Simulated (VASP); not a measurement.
# Bi (Im-3m) in VASP: further runs

The runs below take Bi through single point, with LDA.

Program: VASP 6.6.1. These are calculated values, not measurements. Logs are shortened: lines on timing, memory, paths and dates and some standing lists are left out, and cuts for length are marked.

## (1) The cell of the first run

The structure is cubic, space group Im-3m (No. 229). The conventional cell has a = 3.854 Å, b = 3.854 Å, c = 3.854 Å, α = 90.00°, β = 90.00°, γ = 90.00°. Within 4.4 Å of Bi (site symmetry m-3m) lie 14 Bi at 3.34 to 3.85 Å.

## (2) Single point, LDA

INCAR

```
SYSTEM = Bi
ALGO = Normal
EDIFF = 1E-6
ENCUT = 520
ISIF = 2
ISMEAR = 1
LASPH = .True.
LCHARG = .False.
LREAL = .False.
LWAVE = .False.
NBANDS = 14
NELM = 60
PREC = Accurate
SIGMA = 0.1
```

KPOINTS

```
k-points
0
Gamma
  12 12 12
  0 0 0
```

POSCAR

```
Bi
1.0
   -1.9271176505      1.9271176505      1.9271176505
    1.9271176505     -1.9271176505      1.9271176505
    1.9271176505      1.9271176505     -1.9271176505
Bi
1
Direct
    0.0000000000      0.0000000000      0.0000000000
```

Potentials or basis: VASP PAW LDA potentials, release 64 (Bi_d).

The run is started by

```sh
cat potpaw_LDA.64/Bi_d/POTCAR > POTCAR
mpirun -np 1 vasp_std > vasp.out
```

OUTCAR:

```text
SYSTEM = Bi
   EDIFF = 1E-6
   ENCUT = 520
   ISIF = 2
   ISMEAR = 1
   LASPH = .True.
   LREAL = .False.
   NELM = 60
   PREC = Accurate

 ion  position               nearest neighbor table
   1  0.000  0.000  0.000-

  LATTYP: Found a body centered cubic cell.
 ALAT       =     3.8542353010

  Lattice vectors:

 A1 = (  -1.9271176505,   1.9271176505,   1.9271176505)
 A2 = (   1.9271176505,  -1.9271176505,   1.9271176505)
 A3 = (   1.9271176505,   1.9271176505,  -1.9271176505)

Analysis of symmetry for initial positions (statically):
=====================================================================
 Subroutine PRICEL returns:
 Original cell was already a primitive cell.

 Routine SETGRP: Setting up the symmetry group for a
 body centered cubic supercell.

 Subroutine GETGRP returns: Found 48 space group operations
 (whereof 48 operations were pure point group operations)
 out of a pool of 48 trial point group operations.

The static configuration has the point symmetry O_h .

Analysis of symmetry for dynamics (positions and initial velocities):
=====================================================================
 Subroutine PRICEL returns:
 Original cell was already a primitive cell.

 Routine SETGRP: Setting up the symmetry group for a
 body centered cubic supercell.

 Subroutine GETGRP returns: Found 48 space group operations
 (whereof 48 operations were pure point group operations)
 out of a pool of 48 trial point group operations.

The dynamic configuration has the point symmetry O_h .

 Subroutine INISYM returns: Found 48 space group operations
 (whereof 48 operations are pure point group operations),
 and found     1 'primitive' translations

----------------------------------------------------------------------------------------

                                     Primitive cell

  volume of cell :      28.6276

  direct lattice vectors                    reciprocal lattice vectors
    -1.927117651  1.927117651  1.927117651     0.000000000  0.259454839  0.259454839
     1.927117651 -1.927117651  1.927117651     0.259454839  0.000000000  0.259454839
     1.927117651  1.927117651 -1.927117651     0.259454839  0.259454839  0.000000000

  length of vectors
     3.337865683  3.337865683  3.337865683     0.366924552  0.366924552  0.366924552

  position of ions in fractional coordinates (direct lattice)
     0.000000000  0.000000000  0.000000000

  ion indices of the primitive-cell ions
[... 77 lines left out ...]
   NSW    =      0    number of steps for IOM
   IBRION =     -1    ionic relax: 0-MD 1-quasi-New 2-CG
   NFREE  =      0    steps in history (QN), initial steepest desc. (CG)
   ISIF   =      2    stress and relaxation
   ISYM   =      2    0-nonsym 1-usesym 2-fastsym
   POTIM  = 0.5000    time-step for ionic-motion
   TEBEG  =    0.0;   TEEND  =   0.0 temperature during run
   PSTRESS=    0.0 pullay stress
   NELECT =      15.0000    total number of electrons
   NUPDOWN=      -1.0000    fix difference up-down
   EMIN   =  10.00;   EMAX   =-10.00  energy-range for DOS
   EFERMI =   0.00;   METHOD = LEGACY
   ISMEAR =     1;   SIGMA  =   0.10  broadening in eV -4-tet -1-fermi 0-gaus
   EFERMI_NEDOS =   21; number of points for ismear=-14 and -15
   IALGO  =     38    algorithm
   IMIX   =      4    mixing-type and parameters
     AMIX     =   0.40;   BMIX     =  1.00
     AMIX_MAG =   1.60;   BMIX_MAG =  1.00
  volume/ion in A,a.u.               =      28.63       193.19
  Fermi-wavevector in a.u.,A,eV,Ry     =   1.319807  2.494073 23.699852  1.741890
  Thomas-Fermi vector in A             =   2.449678
   LORBIT       =      0    0 simple, 1 ext, 2 COOP (PROOUT), +10 PAW based schemes
   GGA     = CA    functional components
   LHFCALC =     F    Hartree Fock is set to
   AEXX    =    0.0000 exact exchange contribution
   IVDW    =     0    specifies the selected vdW correction
   LEPSILON=     F    determine dielectric tensor
   LRPA    =     F    only Hartree local field effects (RPA)
 non-spin polarized calculation
 Methfessel and Paxton  Order N= 1 SIGMA  =   0.10
  energy-cutoff  :      520.00
  volume of cell :       28.63
 maximum number of plane-waves:       784
 NGX is ok and might be reduce to    28
   NGX = 13   NGY = 13   NGZ = 13

 number of electron      15.0000004 magnetization

 Free energy of the ion-electron system (eV)
  ---------------------------------------------------
  ext. energy  EPLUGINS =         0.00000000
  ---------------------------------------------------
  free energy    TOTEN  =        -4.47313897 eV

  energy without entropy =       -4.47218978  energy(sigma->0) =       -4.47282258

 E-fermi :   8.8481     XC(G=0): -10.9339

 val. band max:        8.8237224035   @ k =   0.1667   0.1667   0.1667
 cond. band min:       8.8621448126   @ k =  -0.3333   0.3333   0.2500
 fundamental gap:      0.0384224091
 Fermi energy:         8.8481392895

 k-point     1 :       0.0000    0.0000    0.0000
  band No.  band energies     occupation
      1     -14.2965      2.00000
      2     -14.2965      2.00000
      3     -14.2965      2.00000
      4     -14.1243      2.00000
      5     -14.1243      2.00000
      6      -5.3847      2.00000
      7      14.4331      0.00000
      8      14.4331      0.00000
      9      14.4331      0.00000
     10      19.1271      0.00000
     11      19.2899      0.00000
     12      19.2899      0.00000
     13      19.2899      0.00000
     14      21.0350      0.00000
[... 377 lines left out ...]
      1     -14.3343      2.00000
      2     -14.2559      2.00000
      3     -14.1337      2.00000
      4     -14.1329      2.00000
      5     -14.0454      2.00000
      6      -1.7172      2.00000
      7       3.5356      2.00000
      8       8.8827      0.45231
      9      10.7398     -0.00000
     10      17.3621      0.00000
     11      18.6824      0.00000
     12      22.0839      0.00000
     13      22.9721      0.00000
     14      26.2030      0.00000

 [... further k-points ...]
[... 5 lines left out ...]
  --------------------------------------------------------------------------------------
  -------------------------------------------------------------------------------------
  Total        0.2330032      0.2330032      0.2330032     -0.0000000     -0.0000000      0.0000000
  in kB       13.0403044     13.0403044     13.0403044     -0.0000000     -0.0000000      0.0000000
  external PRESSURE =      13.0403044 kB  Pullay stress =       0.0000000 kB

 VOLUME and BASIS-vectors are now :
 -----------------------------------------------------------------------------
  energy-cutoff  :      520.00
  volume of cell :       28.63
      direct lattice vectors                 reciprocal lattice vectors
    -1.927117651  1.927117651  1.927117651     0.000000000  0.259454839  0.259454839
     1.927117651 -1.927117651  1.927117651     0.259454839  0.000000000  0.259454839
     1.927117651  1.927117651 -1.927117651     0.259454839  0.259454839  0.000000000

 POSITION                                       TOTAL-FORCE (eV/Angst)
 -----------------------------------------------------------------------------------
      0.00000      0.00000      0.00000         0.000000     -0.000000      0.000000
 -----------------------------------------------------------------------------------
    total drift:                               -0.000000     -0.000000     -0.000000

  FREE ENERGIE OF THE ION-ELECTRON SYSTEM (eV)
  ---------------------------------------------------
  free  energy   TOTEN  =        -4.4731389743 eV

  energy  without entropy=       -4.4721897786  energy(sigma->0) =       -4.47282258
```

OSZICAR:

```text
N       E                     dE             d eps       ncg     rms          rms(c)
DAV:   1     0.114860940322E+03    0.11486E+03   -0.76335E+03  2036   0.126E+03
DAV:   2     0.199976562553E+01   -0.11286E+03   -0.10955E+03  2208   0.345E+02
DAV:   3    -0.433158459604E+01   -0.63314E+01   -0.63162E+01  2556   0.787E+01
DAV:   4    -0.447627255620E+01   -0.14469E+00   -0.14466E+00  2462   0.126E+01
DAV:   5    -0.448260194079E+01   -0.63294E-02   -0.63293E-02  2934   0.237E+00    0.492E-01
DAV:   6    -0.447557750591E+01    0.70244E-02   -0.79042E-03  2762   0.128E+00    0.274E-01
DAV:   7    -0.447325052939E+01    0.23270E-02   -0.41823E-03  2700   0.934E-01    0.738E-02
DAV:   8    -0.447313913616E+01    0.11139E-03   -0.36841E-04  2668   0.294E-01    0.709E-03
DAV:   9    -0.447313897426E+01    0.16190E-06   -0.82328E-06  2982   0.367E-02
   1 F= -.44731390E+01 E0= -.44728226E+01  d E =-.949196E-03
```

Run time: 21 s. Hardware: 1 thread of Intel Xeon Platinum 8259CL at 2.50GHz (Skylake/Cascade Lake), shared host; peak memory 0.15 GiB.

What came out:

- Free energy: -4.4731 eV
- Pressure: 1.3 GPa

Caveat: spin-orbit coupling is left out, which moves the levels of the heavy elements.

## (3) Single point, LDA

This run uses another cell than the first one, of 29.87 Å³/atom, 1.043 times its volume.

INCAR

```
PREC = Accurate
ENCUT = 520
EDIFF = 1E-6
ISMEAR = 1
SIGMA = 0.1
LREAL = F
LASPH = T
NELM = 80
ALGO = Normal
ISIF = 2
LWAVE = F
LCHARG = T
GGA = CA
LELF = T
LVHAR = T
NBANDS = 14
```

KPOINTS

```
Automatic mesh
0
Gamma
  12 12 12
```

POSCAR

```
Bi
1.0
   -1.9546516227      1.9546516227      1.9546516227
    1.9546516227     -1.9546516227      1.9546516227
    1.9546516227      1.9546516227     -1.9546516227
Bi
1
Direct
    0.0000000000      0.0000000000      0.0000000000
```

Potentials or basis: VASP PAW LDA potentials, release 64 (Bi_d).

The run is started by

```sh
cat potpaw_LDA.64/Bi_d/POTCAR > POTCAR
mpirun -np 1 vasp_std > vasp.out
```

Run time: 22 s. Hardware: 1 thread of Intel Xeon Platinum 8259CL at 2.50GHz (Skylake/Cascade Lake), shared host; peak memory 0.15 GiB.

The run converged. Its results:

| Quantity | Value |
| --- | --- |
| Free energy | -4.4729 eV |
| Pressure | -1.3 GPa |

Levels at points of the mesh, in eV from the Fermi level:
```tsv
k point	band 5	band 6	band 7	band 8	band 9	band 10
(0.00, 0.00, 0.00)	-22.94	-13.90	5.26	5.26	5.26	9.69
(0.50, 0.00, 0.00)	-22.85	-10.63	-5.39	1.53	3.45	6.11
(0.50, 0.50, 0.50)	-22.87	-8.35	-1.99	-1.99	-1.99	3.48
```

Caveat: spin-orbit coupling is left out, which moves the levels of the heavy elements.

## (4) Single point, LDA

This run uses another cell than the first one, of 31.12 Å³/atom, 1.087 times its volume.

INCAR

```
PREC = Accurate
ENCUT = 520
EDIFF = 1E-7
ISMEAR = 1
SIGMA = 0.1
LREAL = False
LASPH = True
NELM = 80
ALGO = Normal
ISIF = 2
LWAVE = False
LCHARG = False
GGA = CA
NBANDS = 14
```

KPOINTS

```
regular mesh
0
Gamma
  12 12 12
```

POSCAR

```
Bi
1.0
   -1.9814310000      1.9814310000      1.9814310000
    1.9814310000     -1.9814310000      1.9814310000
    1.9814310000      1.9814310000     -1.9814310000
Bi
1
Direct
    0.0000000000      0.0000000000      0.0000000000
```

The run is started by

```sh
cat potpaw_LDA.64/Bi_d/POTCAR > POTCAR
mpirun -np 1 vasp_std > vasp.out
```

Wall time 26 s (1 thread of Intel Xeon Platinum 8259CL at 2.50GHz (Skylake/Cascade Lake), shared host); peak memory 0.15 GiB.

It converged, with:

| Property | Result |
| --- | --- |
| Free energy | -4.4545 eV |
| Pressure | -3.5 GPa |

Levels at points of the mesh, in eV from the Fermi level:
```
           k point  band 3  band 4  band 5  band 6  band 7  band 8  band 9  band 10  band 11  band 12
(0.00, 0.00, 0.00)  -23.05  -22.92  -22.92  -13.60    4.97    4.97    4.97     9.16    10.45    10.45
(0.50, 0.00, 0.00)  -22.92  -22.92  -22.83  -10.57   -5.13    1.46    3.35     5.97     7.56    12.33
(0.50, 0.50, 0.50)  -22.85  -22.85  -22.85   -8.47   -1.89   -1.89   -1.89     3.53     3.53    15.26
```

Caveat: spin-orbit coupling is left out, which moves the levels of the heavy elements.

## (5) Summary

```csv
cell,gap on the mesh (eV),pressure (GPa)
"a = 3.338 Å, angles 109.5°, 1 atom",none,1.3
"a = 3.386 Å, angles 109.5°, 1 atom",none,-1.3
"a = 3.432 Å, angles 109.5°, 1 atom",none,-3.5
```

Alike in all rows: task single point; level LDA; potentials or basis VASP PAW LDA potentials, release 64 (Bi_d); no spin polarisation; k mesh 12 × 12 × 12; cutoff (eV) 520; smearing methfessel-paxton 0.1 eV.

Caveats: spin-orbit coupling is left out, which moves the levels of the heavy elements.

Total energies depend on the potentials used, so only differences within one code and one set of settings carry meaning.
